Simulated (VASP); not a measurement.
Wanted: the native input for a VASP 6.6.1 run.

```yaml
Task: electric field gradients
Functional: PBE
Potentials_or_basis: VASP PAW PBE potentials, release 64 (Mo_sv, Se)
Cutoff: 400 eV
k_mesh: 9 × 9 × 6
Occupations: fermi-dirac, width 0.05 eV
Spin: no spin polarisation
Dipole_correction: no
Further_INCAR_settings: ALGO = Normal; EDIFF = 1e-08; NBANDS = 17
```

The structure of MoSe lies in POSCAR:

```
MoSe
1.0
    3.4706685900      0.0000000000      0.0000000000
   -1.7353343000      3.0056871700      0.0000000000
    0.0000000000      0.0000000000      4.3727953400
Mo Se
1 1
Direct
    0.6666666700      0.3333333300      0.0254445500
    0.3333333300      0.6666666700      0.1184304700
```

These files were run (other wordings do the same):

INCAR

```
PREC = Accurate ; ENCUT = 400
EDIFF = 1E-8 ; ISMEAR = -1
SIGMA = 0.05 ; LREAL = F
LASPH = T ; NELM = 120
ALGO = Normal ; ISIF = 2
LWAVE = F ; LCHARG = F
GGA = PE ; LEFG = T
NBANDS = 17 ; GGA_COMPAT = F
```

KPOINTS

```
regular mesh
0
Gamma
  9 9 6
```

Potentials or basis: VASP PAW PBE potentials, release 64 (Mo_sv, Se).

The run is started by

```bash
$ cat potpaw_PBE.64/Mo_sv/POTCAR potpaw_PBE.64/Se/POTCAR > POTCAR
$ mpirun -np 1 vasp_std > vasp.out
```

It gave:

```yaml
Pressure: 69.7 GPa
Largest_force: 6.205 eV/Å
Band_gap_on_the_k_mesh: zero (band 10 reaches 5.86 eV, above the bottom of band 11 at 5.52 eV)
```

Caveat: without QUAD_EFG the Cq values of the log hold for a quadrupole moment of 1 mb, not for the nuclei; forces of over 1 eV/Å act on the atoms, so gaps and moduli don't describe the material at rest.

Wall time 27 s on 1 thread of Intel(R) Xeon(R) Platinum 8375C CPU @ 2.90GHz (Ice Lake) (shared host), peak memory 0.16 GiB.
